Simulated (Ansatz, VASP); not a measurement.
## BN: VASP beside Ansatz

Contents of INCAR:

```
  PREC = Accurate
  ENCUT = 600
  EDIFF = 1E-6
  ISMEAR = 0
  SIGMA = 0.01
  LREAL = F
  LASPH = T
  NELM = 120
  ALGO = Normal
  ISIF = 2
  LWAVE = F
  LCHARG = F
  GGA = PS
  NBANDS = 11
  GGA_COMPAT = F
```

The input KPOINTS:

```
regular mesh
0
Gamma
  8 8 8
```

POSCAR

```
BN
1.0
    0.0000000000      1.8048254535      1.8048254535
    1.8048254535      0.0000000000      1.8048254535
    1.8048254535      1.8048254535      0.0000000000
B N
1 1
Direct
    0.0000000000      0.0000000000      0.0000000000
    0.2500000000      0.2500000000      0.2500000000
```

Input for Ansatz:

```yaml
crystal:
  lattice:
    - [0.0, 1.8048254535, 1.8048254535]
    - [1.8048254535, 0.0, 1.8048254535]
    - [1.8048254535, 1.8048254535, 0.0]
  atoms:
    - { symbol: B, position: [0.0, 0.0, 0.0] }
    - { symbol: "N", position: [0.25, 0.25, 0.25] }
kpoints:
  mp_grid: { grid: [8, 8, 8] }
hamiltonian:
  xc: pbesol
scf:
  occupations: { method: fixed }
  n_extra_bands: 4
output:
  forces: true
  stress: true
  eigenvalues: true
basis:
  ecutwfc: 600
```

Alike in both runs: task single point; functional PBEsol; k mesh 8 × 8 × 8; no spin polarisation.

```csv
,VASP,Ansatz
version,VASP 6.6.1,Ansatz 0.2.0
potentials or method,"VASP PAW PBE potentials, release 64 (B, N), cutoff 600 eV",plane waves
occupations,"gaussian, width 0.01 eV",fixed
valence electrons in the cell,8,8
```

|  | VASP | Ansatz | Ansatz less VASP |
| --- | --- | --- | --- |
| gap on the k mesh at the Fermi level (eV) | 4.28 | 4.29 | +0.012 |
| pressure (GPa) | -0.9 | -1.2 | -0.29 |

VASP's potentials were made for PBE, not for PBEsol.
